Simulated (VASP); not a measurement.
Wanted: the native input for a VASP 6.6.1 run.

```
Task                   : relaxation of cell and atoms
Functional             : PBEsol
Potentials or basis    : VASP PAW PBE potentials, release 64 (Ti_sv, B)
Cutoff                 : 600 eV
k mesh                 : 16 × 16 × 14
Occupations            : fermi-dirac, width 0.05 eV
Spin                   : no spin polarisation
Dipole correction      : no
Further INCAR settings : ALGO = Normal; EDIFF = 1e-06; IBRION = 2; EDIFFG = -0.002; NSW = 100; ISIF = 3
```

The structure of TiB2 lies in POSCAR:

```
TiB2
1.0
    3.0292000000      0.0000000000      0.0000000000
   -1.5146000000      2.6233641531      0.0000000000
    0.0000000000      0.0000000000      3.2284000000
Ti B
1 2
Direct
    0.0000000000      0.0000000000      0.0000000000
    0.3333333333      0.6666666667      0.5000000000
    0.6666666667      0.3333333333      0.5000000000
```

One way to write it, as run:

INCAR

```
SYSTEM = TiB2
PREC = Accurate
ENCUT = 600
EDIFF = 1E-6
ISMEAR = -1
SIGMA = 0.05
LREAL = .FALSE.
LASPH = .TRUE.
NELM = 100
ALGO = Normal
ISIF = 3
LWAVE = .FALSE.
LCHARG = .FALSE.
GGA = PS
IBRION = 2
NSW = 100
EDIFFG = -0.002
```

KPOINTS

```
Automatic mesh
0
G
  16 16 14
  0 0 0
```

Potentials or basis: VASP PAW PBE potentials, release 64 (Ti_sv, B).

Command:

```bash
$ cat potpaw_PBE.64/Ti_sv/POTCAR potpaw_PBE.64/B/POTCAR > POTCAR
$ mpirun -np 1 vasp_std > vasp.out
```

It gave:

```
Relaxed volume                         : 8.38 Å³/atom
Relaxed cell                           : a = 3.019 Å, b = 3.019 Å, c = 3.186 Å, α = 90.00°, β = 90.00°, γ = 120.00°
Space group after relaxing (to 0.05 Å) : P6/mmm (No. 191)
Energy gained by relaxing              : 3.1 meV/atom
Ionic steps                            : 5
Pressure after relaxing                : 0.0 GPa
Band gap on the k mesh                 : zero (band 9 reaches 10.50 eV, above the bottom of band 10 at 9.87 eV)
```

Caveat: the PAW data sets were made with another functional, which shifts forces and pressure a little.

Wall time 120 s on 1 thread of Intel(R) Xeon(R) 6975P-C (Granite Rapids), on a shared host, peak memory 0.23 GiB.
